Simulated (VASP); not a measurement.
Set up this calculation in VASP 6.6.1, as the native input.

```
Task                   : single point
Functional             : PBEsol
Potentials or basis    : VASP PAW PBE potentials, release 64 (Zn, O_h, H_h)
Cutoff                 : 1000 eV
k mesh                 : 4 × 4 × 8
Occupations            : gaussian, width 0.05 eV
Spin                   : no spin polarisation
Dipole correction      : no
Further INCAR settings : ALGO = Normal; EDIFF = 1e-06; NBANDS = 46
```

The structure of Zn4HO4 (a cell with a defect) lies in POSCAR:

```
Zn4HO4
1.0
    5.5148137916      0.0000000000      0.0000000000
    0.0000000000      5.5148137916      0.0000000000
    0.0000000000      0.0000000000      3.2430062931
Zn O H
4 4 1
Direct
    0.1820657240      0.1820657240      0.5000000000
    0.8179342760      0.8179342760      0.5000000000
    0.6820657240      0.3179342760      0.0000000000
    0.3179342760      0.6820657240      0.0000000000
    0.8180023132      0.1819976868      0.5000000000
    0.1819976868      0.8180023132      0.5000000000
    0.6819976868      0.6819976868      0.0000000000
    0.3180023132      0.3180023132      0.0000000000
    1.0000405349      0.0819976868      0.5000000000
```

These files were run (other wordings do the same):

INCAR

```
PREC     = Accurate       # precision mode
ENCUT    = 1000           # plane-wave cutoff, eV
EDIFF    = 1E-6           # SCF threshold, eV
ISMEAR   = 0              # smearing method
SIGMA    = 0.05           # smearing width, eV
LREAL    = False          # projectors in reciprocal space
LASPH    = True           # aspherical terms in the spheres
NELM     = 120            # most SCF steps
ALGO     = Normal         # electronic algorithm
ISIF     = 2              # what is computed and relaxed
LWAVE    = False          # write WAVECAR
LCHARG   = True           # write CHGCAR
GGA      = PS             # functional
LELF     = True           # ELF
LVHAR    = True         
NBANDS   = 46             # bands
GGA_COMPAT= False
```

KPOINTS

```
regular mesh
0
Gamma
  4 4 8
```

Potentials or basis: VASP PAW PBE potentials, release 64 (Zn, O_h, H_h).

The run is started by

```console
$ cat potpaw_PBE.64/Zn/POTCAR potpaw_PBE.64/O_h/POTCAR potpaw_PBE.64/H_h/POTCAR > POTCAR
$ mpirun -np 1 vasp_std > vasp.out
```

Results of the run:

```yaml
Pressure: 19.2 GPa
Largest_force: 15.267 eV/Å
Band_gap_on_the_k_mesh: zero (an odd number of electrons rules out a gap without spin polarisation)
```

Caveat: the PAW data sets were made with another functional, which shifts forces and pressure a little; an odd number of electrons without spin polarisation forces a metal; a magnetic or distorted state may lie lower.

Wall time 13 min on 1 thread of Intel(R) Xeon(R) Platinum 8259CL CPU @ 2.50GHz (Skylake/Cascade Lake), on a shared host, peak memory 0.67 GiB.
